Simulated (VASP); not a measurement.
# WC (P-6m2) in VASP: further runs

The runs below take WC through single point, with PBEsol.

Program: VASP 6.6.1. These are calculated values, not measurements. Logs are shortened: lines on timing, memory, paths and dates and some standing lists are left out, and cuts for length are marked.

## (1) The cell of the first run

Symmetry: P-6m2, No. 187, hexagonal system. Conventional cell: a = 2.842 Å, b = 2.842 Å, c = 2.785 Å, α = 90.00°, β = 90.00°, γ = 120.00°. W (site symmetry -6m2) has 6 C at 2.15 Å and 2 W at 2.79 Å within 2.8 Å. C (site symmetry -6m2) has 6 W at 2.15 Å and 2 C at 2.79 Å within 2.8 Å.

## (2) Single point, PBEsol

The input, INCAR:

```
ALGO = Normal
EDIFF = 1E-6
ENCUT = 520
GGA = PS
ISIF = 2
ISMEAR = 0
LASPH = True
LCHARG = False
LREAL = False
LWAVE = False
NBANDS = 16
NELM = 60
PREC = Accurate
SIGMA = 0.1
```

The input, KPOINTS:

```
k-points
0
Gamma
  18 18 14
```

The input, POSCAR:

```
WC
1.0
    2.8415581374      0.0000000000      0.0000000000
   -1.4207790687      2.4608615333      0.0000000000
    0.0000000000      0.0000000000      2.7852021997
W C
1 1
Direct
    0.0000000000      0.0000000000      0.0000000000
    0.6666666667      0.3333333333      0.5000000000
```

Potentials or basis: VASP PAW PBE potentials, release 64 (W_sv, C).

Run with:

```bash
$ cat potpaw_PBE.64/W_sv/POTCAR potpaw_PBE.64/C/POTCAR > POTCAR
$ mpirun -np 1 vasp_std > vasp.out
```

OUTCAR:

```text
EDIFF = 1E-6
   ENCUT = 520
   GGA = PS
   ISIF = 2
   ISMEAR = 0
   LASPH = True
   LREAL = False
   NELM = 60
   PREC = Accurate

 ion  position               nearest neighbor table
   1  0.000  0.000  0.000-   2 2.15   2 2.15   2 2.15   2 2.15   2 2.15   2 2.15
   2  0.667  0.333  0.500-   1 2.15   1 2.15   1 2.15   1 2.15   1 2.15   1 2.15

  LATTYP: Found a hexagonal cell.
 ALAT       =     2.8415581374
 C/A-ratio  =     0.9801672410

  Lattice vectors:

 A1 = (   2.8415581374,   0.0000000000,   0.0000000000)
 A2 = (  -1.4207790687,   2.4608615333,   0.0000000000)
 A3 = (   0.0000000000,   0.0000000000,   2.7852021997)

Analysis of symmetry for initial positions (statically):
=====================================================================
 Subroutine PRICEL returns:
 Original cell was already a primitive cell.

 Routine SETGRP: Setting up the symmetry group for a
 hexagonal supercell.

 Subroutine GETGRP returns: Found 12 space group operations
 (whereof 12 operations were pure point group operations)
 out of a pool of 24 trial point group operations.

The static configuration has the point symmetry D_3h.

Analysis of symmetry for dynamics (positions and initial velocities):
=====================================================================
 Subroutine PRICEL returns:
 Original cell was already a primitive cell.

 Routine SETGRP: Setting up the symmetry group for a
 hexagonal supercell.

 Subroutine GETGRP returns: Found 12 space group operations
 (whereof 12 operations were pure point group operations)
 out of a pool of 24 trial point group operations.

The dynamic configuration has the point symmetry D_3h.

 Subroutine INISYM returns: Found 12 space group operations
 (whereof 12 operations are pure point group operations),
 and found     1 'primitive' translations

----------------------------------------------------------------------------------------

                                     Primitive cell

  volume of cell :      19.4760

  direct lattice vectors                    reciprocal lattice vectors
     2.841558137  0.000000000  0.000000000     0.351919599  0.203180875  0.000000000
    -1.420779069  2.460861533  0.000000000     0.000000000  0.406361750  0.000000000
     0.000000000  0.000000000  2.785202200     0.000000000  0.000000000  0.359040360

  length of vectors
     2.841558137  2.841558137  2.785202200     0.406361750  0.406361750  0.359040360

  position of ions in fractional coordinates (direct lattice)
     0.000000000  0.000000000  0.000000000
     0.666666667  0.333333333  0.500000000

  ion indices of the primitive-cell ions
   primitive index   ion index
                 1           1
                 2           2

----------------------------------------------------------------------------------------

 KPOINTS: k-points

Automatic generation of k-mesh.
 Grid dimensions read from file:
 generate k-points for:   18   18   14

 Generating k-lattice:

  Cartesian coordinates                     Fractional coordinates (reciprocal lattice)
     0.019551089  0.011287826  0.000000000     0.055555556 -0.000000000  0.000000000
     0.000000000  0.022575653  0.000000000     0.000000000  0.055555556  0.000000000
     0.000000000  0.000000000  0.025645740     0.000000000  0.000000000  0.071428571

  Length of vectors
     0.022575653  0.022575653  0.025645740

  Shift w.r.t. Gamma in fractional coordinates (k-lattice)
     0.000000000  0.000000000  0.000000000

 Subroutine IBZKPT returns following result:
 ===========================================

 Found    296 irreducible k-points:

 Following reciprocal coordinates:
            Coordinates               Weight
  0.000000  0.000000  0.000000      1.000000
  0.055556  0.000000  0.000000      6.000000
  0.111111  0.000000  0.000000      6.000000
  0.166667  0.000000  0.000000      6.000000
  0.222222  0.000000  0.000000      6.000000
  0.277778  0.000000  0.000000      6.000000
[... 16 lines left out ...]
  0.333333  0.111111  0.000000     12.000000
  0.388889  0.111111  0.000000     12.000000
 [... further k-points ...]
   k-points           NKPTS =    296   k-points in BZ     NKDIM =    296   number of bands    NBANDS=     16
   number of dos      NEDOS =    301   number of ions     NIONS =      2
   total plane-waves  NPLWV =  13824
   dimension x,y,z NGX =    24 NGY =   24 NGZ =   24
   dimension x,y,z NGXF=    48 NGYF=   48 NGZF=   48
   ions per type =               1   1
   NGX,Y,Z   is equivalent  to a cutoff of  14.04, 14.04, 14.33 a.u.
   NGXF,Y,Z  is equivalent  to a cutoff of  28.08, 28.08, 28.65 a.u.
 SYSTEM =  unknown system
   PREC   = accura    normal or accurate (medium, high low for compatibility)
   ISTART =      0    job   : 0-new  1-cont  2-samecut
   ICHARG =      2    charge: 1-file 2-atom 10-const
   ISPIN  =      1    spin polarized calculation?
   LNONCOLLINEAR =      F non collinear calculations
   LSORBIT =      F    spin-orbit coupling
   LASPH  =      T    aspherical Exc in radial PAW
   ENCUT  =  520.0 eV  38.22 Ry    6.18 a.u.   5.28  5.28  5.18*2*pi/ulx,y,z
   NELM   =     60;   NELMIN=  2; NELMDL= -5     # of ELM steps
   EDIFF  = 0.1E-05   stopping-criterion for ELM
   LREAL  =      F    real-space projection
   EDIFFG = 0.1E-04   stopping-criterion for IOM
   NSW    =      0    number of steps for IOM
   IBRION =     -1    ionic relax: 0-MD 1-quasi-New 2-CG
   NFREE  =      0    steps in history (QN), initial steepest desc. (CG)
   ISIF   =      2    stress and relaxation
   ISYM   =      2    0-nonsym 1-usesym 2-fastsym
   POTIM  = 0.5000    time-step for ionic-motion
   TEBEG  =    0.0;   TEEND  =   0.0 temperature during run
   PSTRESS=    0.0 pullay stress
   NELECT =      18.0000    total number of electrons
   NUPDOWN=      -1.0000    fix difference up-down
   EMIN   =  10.00;   EMAX   =-10.00  energy-range for DOS
   EFERMI =   0.00;   METHOD = LEGACY
   ISMEAR =     0;   SIGMA  =   0.10  broadening in eV -4-tet -1-fermi 0-gaus
   EFERMI_NEDOS =   21; number of points for ismear=-14 and -15
   IALGO  =     38    algorithm
   IMIX   =      4    mixing-type and parameters
     AMIX     =   0.40;   BMIX     =  1.00
     AMIX_MAG =   1.60;   BMIX_MAG =  1.00
  volume/ion in A,a.u.               =       9.74        65.72
  Fermi-wavevector in a.u.,A,eV,Ry     =   1.594651  3.013453 34.598394  2.542910
  Thomas-Fermi vector in A             =   2.692692
   LORBIT       =      0    0 simple, 1 ext, 2 COOP (PROOUT), +10 PAW based schemes
   GGA     = PS    functional components
   LHFCALC =     F    Hartree Fock is set to
   AEXX    =    0.0000 exact exchange contribution
   IVDW    =     0    specifies the selected vdW correction
   LEPSILON=     F    determine dielectric tensor
   LRPA    =     F    only Hartree local field effects (RPA)
 non-spin polarized calculation
 Gauss-broadening in eV      SIGMA  =   0.10
  energy-cutoff  :      520.00
  volume of cell :       19.48
 maximum number of plane-waves:       539
 NGX is ok and might be reduce to    24
   NGX = 11   NGY = 11   NGZ = 11

 number of electron      18.0000001 magnetization

 Free energy of the ion-electron system (eV)
  ---------------------------------------------------
  ext. energy  EPLUGINS =         0.00000000
  ---------------------------------------------------
  free energy    TOTEN  =       -23.80862345 eV

  energy without entropy =      -23.80753845  energy(sigma->0) =      -23.80808095

 E-fermi :  11.8836     XC(G=0): -14.2832

 val. band max:       11.8826670665   @ k =   0.3333   0.2222   0.0000
 cond. band min:      11.8930197285   @ k =   0.4444   0.0000   0.4286
 fundamental gap:      0.0103526620
 Fermi energy:        11.8836242558

 k-point     1 :       0.0000    0.0000    0.0000
  band No.  band energies     occupation
      1     -61.9420      2.00000
      2     -25.9376      2.00000
      3     -25.7927      2.00000
      4     -25.7927      2.00000
      5      -3.0568      2.00000
      6       7.1460      2.00000
[... 8 lines left out ...]
     15      26.8215      0.00000
     16      29.1882      0.00000

 k-point     2 :       0.0556    0.0000    0.0000
  band No.  band energies     occupation
      1     -61.9396      2.00000
      2     -25.9332      2.00000
      3     -25.8262      2.00000
      4     -25.8001      2.00000
      5      -2.9669      2.00000
      6       7.1839      2.00000
[... 8 lines left out ...]
     15      26.5893      0.00000
     16      29.3750      0.00000

 k-point     3 :       0.1111    0.0000    0.0000
  band No.  band energies     occupation
      1     -61.9326      2.00000
      2     -25.9220      2.00000
      3     -25.9206      2.00000
      4     -25.8216      2.00000
      5      -2.7050      2.00000
      6       7.1865      2.00000
[... 8 lines left out ...]
     15      26.2080      0.00000
     16      29.9132      0.00000

 k-point     4 :       0.1667    0.0000    0.0000
  band No.  band energies     occupation
      1     -61.9220      2.00000
      2     -26.0663      2.00000
      3     -25.9013      2.00000
      4     -25.8542      2.00000
      5      -2.2933      2.00000
      6       6.8394      2.00000
[... 8 lines left out ...]
     15      25.9870      0.00000
     16      30.7431      0.00000
[... 324 lines left out ...]
 k-point    22 :       0.2778    0.1111    0.0000
  band No.  band energies     occupation
      1     -61.8781      2.00000
      2     -26.5794      2.00000
      3     -26.0382      2.00000
      4     -25.8217      2.00000
      5      -0.3553      2.00000
      6       5.2190      2.00000
[... 8 lines left out ...]
     15      27.6745      0.00000
     16      29.2672      0.00000

 k-point    23 :       0.3333    0.1111    0.0000
  band No.  band energies     occupation
      1     -61.8680      2.00000
      2     -26.6933      2.00000
      3     -26.0790      2.00000
      4     -25.8032      2.00000
      5       0.1927      2.00000
      6       4.8902      2.00000
[... 8 lines left out ...]
     15      27.3503      0.00000
     16      29.4382      0.00000

 k-point    24 :       0.3889    0.1111    0.0000
  band No.  band energies     occupation
      1     -61.8614      2.00000
      2     -26.7667      2.00000
      3     -26.1056      2.00000
      4     -25.7911      2.00000
      5       0.5901      2.00000
      6       4.6801      2.00000
[... 8 lines left out ...]
     15      26.4869      0.00000
     16      30.2219      0.00000

 [... further k-points ...]
[... 5 lines left out ...]
  --------------------------------------------------------------------------------------
  -------------------------------------------------------------------------------------
  Total        3.2212121      3.2212121      3.2705053      0.0000000      0.0000000     -0.0000000
  in kB      264.9899804    264.9899804    269.0450415      0.0000000      0.0000000     -0.0000000
  external PRESSURE =     266.3416674 kB  Pullay stress =       0.0000000 kB

 VOLUME and BASIS-vectors are now :
 -----------------------------------------------------------------------------
  energy-cutoff  :      520.00
  volume of cell :       19.48
      direct lattice vectors                 reciprocal lattice vectors
     2.841558137  0.000000000  0.000000000     0.351919599  0.203180875  0.000000000
    -1.420779069  2.460861533  0.000000000     0.000000000  0.406361750  0.000000000
     0.000000000  0.000000000  2.785202200     0.000000000  0.000000000  0.359040360

 POSITION                                       TOTAL-FORCE (eV/Angst)
 -----------------------------------------------------------------------------------
      0.00000      0.00000      0.00000         0.000000      0.000000      0.000000
      1.42078      0.82029      1.39260        -0.000000      0.000000      0.000000
 -----------------------------------------------------------------------------------
    total drift:                               -0.000000      0.000000      0.000000

  FREE ENERGIE OF THE ION-ELECTRON SYSTEM (eV)
  ---------------------------------------------------
  free  energy   TOTEN  =       -23.8086234481 eV

  energy  without entropy=      -23.8075384545  energy(sigma->0) =      -23.80808095
```

Wall time 24 s (1 thread of Intel Xeon 6975P-C (Granite Rapids), shared host); peak memory 0.21 GiB.

What came out:

```
Free energy            : -23.8086 eV
Pressure               : 26.6 GPa
Band gap on the k mesh : zero (band 9 reaches 12.51 eV, above the bottom of band 10 at 11.18 eV)
```

Stress tensor (GPa, compression positive):
```
26.50  0.00  0.00
 0.00 26.50  0.00
 0.00  0.00 26.90
```

Caveat: the PAW data sets were made with another functional, which shifts forces and pressure a little; spin-orbit coupling is left out, which moves the levels of the heavy elements.

(Part 1 of 2 ends here.)
